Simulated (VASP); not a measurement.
Write the native input for VASP 6.6.1 that does the following.

```
Task                   : single point
Functional             : PBE
Potentials or basis    : VASP PAW PBE potentials, release 64 (Ru_pv)
Cutoff                 : 520 eV
k mesh                 : 12 × 12 × 12
Occupations            : fermi-dirac, width 0.0612256 eV
Spin                   : no spin polarisation
Dipole correction      : no
Further INCAR settings : ALGO = Normal; EDIFF = 1e-06; NBANDS = 21
```

The structure of Ru lies in POSCAR:

```
Ru
1.0
    0.0000000000      2.7641401493      2.7641401493
    2.7641401493      0.0000000000      2.7641401493
    2.7641401493      2.7641401493      0.0000000000
Ru
2
Direct
    0.0000000000      0.0000000000      0.0000000000
    0.2500000000      0.2500000000      0.2500000000
```

These files were run (other wordings do the same):

INCAR

```
SYSTEM = Ru
ALGO = Normal
EDIFF = 1E-6
ENCUT = 520
GGA = PE
ISIF = 2
ISMEAR = -1
LASPH = .TRUE.
LCHARG = .TRUE.
LELF = .TRUE.
LREAL = .FALSE.
LVHAR = .TRUE.
LWAVE = .FALSE.
NBANDS = 21
NELM = 60
PREC = Accurate
SIGMA = 0.06122561905347299
```

KPOINTS

```
k-points
0
G
  12 12 12
  0 0 0
```

Potentials or basis: VASP PAW PBE potentials, release 64 (Ru_pv).

Launch:

```sh
$ cat potpaw_PBE.64/Ru_pv/POTCAR > POTCAR
$ mpirun -np 1 vasp_std > vasp.out
```

Results of the run:

* Pressure: -5.8 GPa
* Band gap on the k mesh: zero (band 14 reaches 6.85 eV, above the bottom of band 15 at 6.04 eV)

It took 74 s on 1 thread of AMD EPYC 7R43 64-Core Processor (Zen 3), with other jobs on the host, peak memory 0.16 GiB.
